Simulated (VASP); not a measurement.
# Na (P6_3/mmc) in VASP: further runs

Na is run at these levels: BLYP; tasks: single point, relaxation of cell and atoms.

All numbers are computed with VASP 6.6.1; they aren't measurements. Logs are shortened: lines on timing, memory, paths and dates and some standing lists are left out, and cuts for length are marked.

### Step 1. The cell of the first run

Symmetry: P6_3/mmc, No. 194, hexagonal system. Conventional cell: a = 3.860 Å, b = 3.860 Å, c = 12.516 Å, α = 90.00°, β = 90.00°, γ = 120.00°. Within 5.0 Å of Na (site symmetry -3m) lie 12 Na at 3.84 to 3.86 Å. Within 5.0 Å of Na (site symmetry -6m2) lie 12 Na at 3.84 to 3.86 Å.

This isn't the form of Na at room conditions, which is bcc.

### Step 2. Single point, BLYP (40.38 Å³/atom)

The input, INCAR:

```
SYSTEM = Na
AGGAC = 1.0
AGGAX = 1.0
ALDAC = 0.0
ALDAX = 1.0
ALGO = Normal
EDIFF = 1E-6
ENCUT = 520
GGA = B5
ISIF = 2
ISMEAR = -1
LASPH = .True.
LCHARG = .False.
LREAL = .False.
LWAVE = .False.
NBANDS = 22
NELM = 80
PREC = Accurate
SIGMA = 0.1
```

The input, KPOINTS:

```
k-points
0
Gamma
  13 13 4
  0 0 0
```

The input, POSCAR:

```
Na
1.0
    3.8600541118      0.0000000000      0.0000000000
   -1.9300270559      3.3429049208      0.0000000000
    0.0000000000      0.0000000000     12.5163666245
Na
4
Direct
    0.0000000000      1.0000000000      0.0000000000
    0.0000000000      1.0000000000      0.5000000000
    0.3333333333      0.6666666667      0.2500000000
    0.6666666667      0.3333333333      0.7500000000
```

Potentials or basis: VASP PAW PBE potentials, release 64 (Na_pv).

Launch:

```console
$ cat potpaw_PBE.64/Na_pv/POTCAR > POTCAR
$ mpirun -np 1 vasp_std > vasp.out
```

OUTCAR:

```text
SYSTEM = Na
   EDIFF = 1E-6
   ENCUT = 520
   GGA = B5
   ISIF = 2
   ISMEAR = -1
   LASPH = .True.
   LREAL = .False.
   NELM = 80
   PREC = Accurate

 ion  position               nearest neighbor table
   1  0.000  0.000  0.000-
   2  0.000  0.000  0.500-
   3  0.333  0.667  0.250-
   4  0.667  0.333  0.750-

  LATTYP: Found a hexagonal cell.
 ALAT       =     3.8600541118
 C/A-ratio  =     3.2425365712

  Lattice vectors:

 A1 = (   3.8600541118,   0.0000000000,   0.0000000000)
 A2 = (  -1.9300270559,   3.3429049208,   0.0000000000)
 A3 = (   0.0000000000,   0.0000000000,  12.5163666245)

Analysis of symmetry for initial positions (statically):
=====================================================================
 Subroutine PRICEL returns:
 Original cell was already a primitive cell.

 Routine SETGRP: Setting up the symmetry group for a
 hexagonal supercell.

 Subroutine GETGRP returns: Found 24 space group operations
 (whereof 12 operations were pure point group operations)
 out of a pool of 24 trial point group operations.

The static configuration has the point symmetry D_3d.
 The point group associated with its full space group is D_6h.

Analysis of symmetry for dynamics (positions and initial velocities):
=====================================================================
 Subroutine PRICEL returns:
 Original cell was already a primitive cell.

 Routine SETGRP: Setting up the symmetry group for a
 hexagonal supercell.

 Subroutine GETGRP returns: Found 24 space group operations
 (whereof 12 operations were pure point group operations)
 out of a pool of 24 trial point group operations.

The dynamic configuration has the point symmetry D_3d.
 The point group associated with its full space group is D_6h.

 Subroutine INISYM returns: Found 24 space group operations
 (whereof 12 operations are pure point group operations),
 and found     1 'primitive' translations

----------------------------------------------------------------------------------------

                                     Primitive cell

  volume of cell :     161.5086

  direct lattice vectors                    reciprocal lattice vectors
     3.860054112  0.000000000  0.000000000     0.259063726  0.149570512  0.000000000
    -1.930027056  3.342904921  0.000000000     0.000000000  0.299141024  0.000000000
     0.000000000  0.000000000 12.516366624     0.000000000  0.000000000  0.079895391

  length of vectors
[... 81 lines left out ...]
   LNONCOLLINEAR =      F non collinear calculations
   LSORBIT =      F    spin-orbit coupling
   LASPH  =      T    aspherical Exc in radial PAW
   ENCUT  =  520.0 eV  38.22 Ry    6.18 a.u.   7.18  7.18 23.27*2*pi/ulx,y,z
   NELM   =     80;   NELMIN=  2; NELMDL= -5     # of ELM steps
   EDIFF  = 0.1E-05   stopping-criterion for ELM
   LREAL  =      F    real-space projection
   EDIFFG = 0.1E-04   stopping-criterion for IOM
   NSW    =      0    number of steps for IOM
   IBRION =     -1    ionic relax: 0-MD 1-quasi-New 2-CG
   NFREE  =      0    steps in history (QN), initial steepest desc. (CG)
   ISIF   =      2    stress and relaxation
   ISYM   =      2    0-nonsym 1-usesym 2-fastsym
   POTIM  = 0.5000    time-step for ionic-motion
   TEBEG  =    0.0;   TEEND  =   0.0 temperature during run
   PSTRESS=    0.0 pullay stress
   NELECT =      28.0000    total number of electrons
   NUPDOWN=      -1.0000    fix difference up-down
   EMIN   =  10.00;   EMAX   =-10.00  energy-range for DOS
   EFERMI =   0.00;   METHOD = LEGACY
   ISMEAR =    -1;   SIGMA  =   0.10  broadening in eV -4-tet -1-fermi 0-gaus
   EFERMI_NEDOS =   21; number of points for ismear=-14 and -15
   IALGO  =     38    algorithm
   IMIX   =      4    mixing-type and parameters
     AMIX     =   0.40;   BMIX     =  1.00
     AMIX_MAG =   1.60;   BMIX_MAG =  1.00
  volume/ion in A,a.u.               =      40.38       272.48
  Fermi-wavevector in a.u.,A,eV,Ry     =   0.912842  1.725021 11.337470  0.833281
  Thomas-Fermi vector in A             =   2.037285
   LORBIT       =      0    0 simple, 1 ext, 2 COOP (PROOUT), +10 PAW based schemes
   GGA     = B5    functional components
   LHFCALC =     F    Hartree Fock is set to
   AEXX    =    0.0000 exact exchange contribution
   IVDW    =     0    specifies the selected vdW correction
   LEPSILON=     F    determine dielectric tensor
   LRPA    =     F    only Hartree local field effects (RPA)
 non-spin polarized calculation
  energy-cutoff  :      520.00
  volume of cell :      161.51
 maximum number of plane-waves:      4383
 NGX is ok and might be reduce to    30
   NGX = 15   NGY = 15   NGZ = 47

 number of electron      27.9999989 magnetization

 Free energy of the ion-electron system (eV)
  ---------------------------------------------------
  ext. energy  EPLUGINS =         0.00000000
  ---------------------------------------------------
  free energy    TOTEN  =        -3.75189632 eV

  energy without entropy =       -3.68068025  energy(sigma->0) =       -3.71628829

 E-fermi :   0.5131     XC(G=0):  -5.9019

 val. band max:        0.4364446924   @ k =   0.0769  -0.0000   0.2500
 cond. band min:       0.5204460289   @ k =   0.3846   0.1538   0.0000
 fundamental gap:      0.0840013364
 Fermi energy:         0.5130982738

 k-point     1 :       0.0000    0.0000    0.0000
  band No.  band energies     occupation
      1     -24.8666      2.00000
      2     -24.8545      2.00000
      3     -24.8532      2.00000
      4     -24.8450      2.00000
      5     -24.8450      2.00000
      6     -24.8434      2.00000
[... 589 lines left out ...]
     21       7.5112      0.00000
     22       8.1442      0.00000

 [... further k-points ...]
[... 5 lines left out ...]
  --------------------------------------------------------------------------------------
  -------------------------------------------------------------------------------------
  Total       -0.4886113     -0.4886113     -0.4643877      0.0000000      0.0000000      0.0000000
  in kB       -4.8470599     -4.8470599     -4.6067605      0.0000000      0.0000000      0.0000000
  external PRESSURE =      -4.7669601 kB  Pullay stress =       0.0000000 kB

 VOLUME and BASIS-vectors are now :
 -----------------------------------------------------------------------------
  energy-cutoff  :      520.00
  volume of cell :      161.51
      direct lattice vectors                 reciprocal lattice vectors
     3.860054112  0.000000000  0.000000000     0.259063726  0.149570512  0.000000000
    -1.930027056  3.342904921  0.000000000     0.000000000  0.299141024  0.000000000
     0.000000000  0.000000000 12.516366624     0.000000000  0.000000000  0.079895391

 POSITION                                       TOTAL-FORCE (eV/Angst)
 -----------------------------------------------------------------------------------
      0.00000      0.00000      0.00000        -0.000000      0.000000     -0.000000
      0.00000      0.00000      6.25818        -0.000000      0.000000     -0.000000
     -0.00000      2.22860      3.12909         0.000000      0.000000     -0.000000
      1.93003      1.11430      9.38727        -0.000000      0.000000      0.000000
 -----------------------------------------------------------------------------------
    total drift:                                0.000000      0.000000      0.000000

  FREE ENERGIE OF THE ION-ELECTRON SYSTEM (eV)
  ---------------------------------------------------
  free  energy   TOTEN  =        -3.7518963189 eV

  energy  without entropy=       -3.6806802546  energy(sigma->0) =       -3.71628829
```

It took 72 s on 1 thread of Intel Xeon 6975P-C (Granite Rapids), shared host; peak memory 0.35 GiB.

Results:

```yaml
Free_energy: -3.7519 eV
Pressure: -0.5 GPa
Band_gap_on_the_k_mesh: zero (bands 14 and 15 overlap by 3.71 eV)
```

Levels at points of the mesh, in eV from the Fermi level:
```tsv
k point	band 11	band 12	band 13	band 14	band 15	band 16	band 17	band 18
(0.00, 0.00, 0.00)	-25.35	-25.35	-3.12	-2.13	-2.13	0.64	0.82	5.30
(0.00, 0.00, 0.50)	-25.35	-25.35	-2.87	-2.87	-0.93	-0.93	2.82	2.82
```

Caveat: the PAW data sets were made with another functional, which shifts forces and pressure a little.

### Step 3. Single point, BLYP (41.87 Å³/atom)

This run uses another cell than the first one, of 41.87 Å³/atom.

The input, INCAR:

```
PREC     = Accurate       # precision mode
ENCUT    = 520            # plane-wave cutoff, eV
EDIFF    = 1E-6           # SCF threshold, eV
ISMEAR   = -1             # smearing method
SIGMA    = 0.1            # smearing width, eV
LREAL    = F              # projectors in reciprocal space
LASPH    = T              # aspherical terms in the spheres
NELM     = 60             # most SCF steps
ALGO     = Normal         # electronic algorithm
ISIF     = 2              # what is computed and relaxed
LWAVE    = F              # write WAVECAR
LCHARG   = T              # write CHGCAR
GGA      = B5             # functional
ALDAX    = 1.0          
AGGAX    = 1.0          
AGGAC    = 1.0          
ALDAC    = 0.0          
LELF     = T              # ELF
LVHAR    = T            
NBANDS   = 22             # bands
```

The input, KPOINTS:

```
Automatic mesh
0
Gamma
  13 13 4
```

The input, POSCAR:

```
Na
1.0
    3.9071325823      0.0000000000      0.0000000000
   -1.9535662911      3.3836760722      0.0000000000
    0.0000000000      0.0000000000     12.6690202866
Na
4
Direct
    0.0000000000      1.0000000000      0.0000000000
    0.0000000000      1.0000000000      0.5000000000
    0.3333333333      0.6666666667      0.2500000000
    0.6666666667      0.3333333333      0.7500000000
```

Potentials or basis: VASP PAW PBE potentials, release 64 (Na_pv).

Launch:

```console
$ cat potpaw_PBE.64/Na_pv/POTCAR > POTCAR
$ mpirun -np 1 vasp_std > vasp.out
```

Wall time 72 s (1 thread of Intel Xeon 6975P-C (Granite Rapids), shared host); peak memory 0.35 GiB.

It converged, with:

- Free energy: -3.7316 eV
- Pressure: -0.7 GPa
- Band gap on the k mesh: zero (bands 14 and 15 overlap by 3.64 eV)

Levels at points of the mesh, in eV from the Fermi level:
```tsv
k point	band 12	band 13	band 14	band 15	band 16	band 17
(0.00, 0.00, 0.00)	-25.38	-3.04	-2.09	-2.08	0.65	0.78
(0.00, 0.00, 0.50)	-25.38	-2.80	-2.80	-0.91	-0.91	2.75
```

Caveat: the PAW data sets were made with another functional, which shifts forces and pressure a little.

### Step 4. Relaxation of cell and atoms, BLYP

This run uses another cell than the first one, of 37.71 Å³/atom.

The input, INCAR:

```
PREC     = Accurate       # precision mode
ENCUT    = 600            # plane-wave cutoff, eV
EDIFF    = 1E-7           # SCF threshold, eV
ISMEAR   = -1             # smearing method
SIGMA    = 0.1            # smearing width, eV
LREAL    = False          # projectors in reciprocal space
LASPH    = True           # aspherical terms in the spheres
NELM     = 80             # most SCF steps
ALGO     = Normal         # electronic algorithm
ISIF     = 3              # what is computed and relaxed
LWAVE    = False          # write WAVECAR
LCHARG   = False          # write CHGCAR
GGA      = B5             # functional
ALDAX    = 1.0          
AGGAX    = 1.0          
AGGAC    = 1.0          
ALDAC    = 0.0          
IBRION   = 2              # ionic algorithm
NSW      = 80             # ionic steps
EDIFFG   = -0.01          # ionic threshold
```

The input, KPOINTS:

```
regular mesh
0
Gamma
  10 10 3
```

The input, POSCAR:

```
Na
1.0
    3.7640418302      0.0000000000      0.0000000000
   -1.8820209151      3.2597558458      0.0000000000
    0.0000000000      0.0000000000     12.2933606174
Na
4
Direct
    0.0000000000      0.0000000000      0.0000000000
    0.0000000000      0.0000000000      0.5000000000
    0.3333333333      0.6666666667      0.2500000000
    0.6666666667      0.3333333333      0.7500000000
```

Launch:

```console
$ cat potpaw_PBE.64/Na_pv/POTCAR > POTCAR
$ mpirun -np 1 vasp_std > vasp.out
```

Run time: 93 s. Hardware: 1 thread of Intel Xeon 6975P-C (Granite Rapids), shared host; peak memory 0.3 GiB.

Results (log left out):

| Item | Value |
| --- | --- |
| Free energy | -3.7774 eV |
| Relaxed volume | 37.28 Å³/atom |
| Relaxed cell | a = 3.754 Å, b = 3.754 Å, c = 12.219 Å, α = 90.00°, β = 90.00°, γ = 120.00° |
| Space group after relaxing (to 0.1 Å) | P6_3/mmc (No. 194) |
| Energy gained by relaxing | 0.1 meV/atom |
| Ionic steps | 3 |
| Pressure after relaxing | 0.0 GPa |
| Band gap on the k mesh | zero (bands 14 and 15 overlap by 3.74 eV) |

Step by step:
| step | energy change (eV) | largest force (eV/Å) | pressure (GPa) | volume (Å³) |
| --- | --- | --- | --- | --- |
| 1 | 0.0000 | 0.0000 | -0.08 | 150.84 |
| 2 | -0.0002 | 0.0000 | -0.06 | 150.41 |
| 3 | -0.0004 | 0.0000 | 0.00 | 149.13 |

Final structure:
```
Na
1.0
     3.75405    0.00000    0.00000
    -1.87703    3.25111    0.00000
     0.00000    0.00000   12.21873
Na
4
Direct
  0.00000 0.00000 0.00000
  0.00000 0.00000 0.50000
  0.33333 0.66667 0.25000
  0.66667 0.33333 0.75000
```

Levels at points of the mesh, in eV from the Fermi level:
| k point | band 12 | band 13 | band 14 | band 15 | band 16 | band 17 |
| --- | --- | --- | --- | --- | --- | --- |
| (0.00, 0.00, 0.00) | -25.27 | -3.25 | -2.22 | -2.22 | 0.66 | 0.91 |
| (0.50, 0.00, 0.00) | -25.27 | 0.31 | 0.31 | 1.13 | 1.16 | 1.45 |

Caveat: the PAW data sets were made with another functional, which shifts forces and pressure a little.

### Step 5. Overview

```csv
task,cell,k mesh,cutoff (eV),gap on the mesh (eV),pressure (GPa)
single point,"a = 3.860, b = 3.860, c = 12.516 Å, angles 90.0, 90.0, 120.0°, 4 atoms",13 × 13 × 4,520,none,-0.5
single point,"a = 3.907, b = 3.907, c = 12.669 Å, angles 90.0, 90.0, 120.0°, 4 atoms",13 × 13 × 4,520,none,-0.7
relaxation of cell and atoms,"relaxed from a = 3.764, b = 3.764, c = 12.293 Å, angles 90.0, 90.0, 120.0°, 4 atoms",10 × 10 × 3,600,none,0.0
```

Alike in all rows: level BLYP; potentials or basis VASP PAW PBE potentials, release 64 (Na_pv); no spin polarisation; smearing fermi-dirac 0.1 eV.

Caveats: the PAW data sets were made with another functional, which shifts forces and pressure a little.

Absolute energies hang on the potentials; compare differences alone.
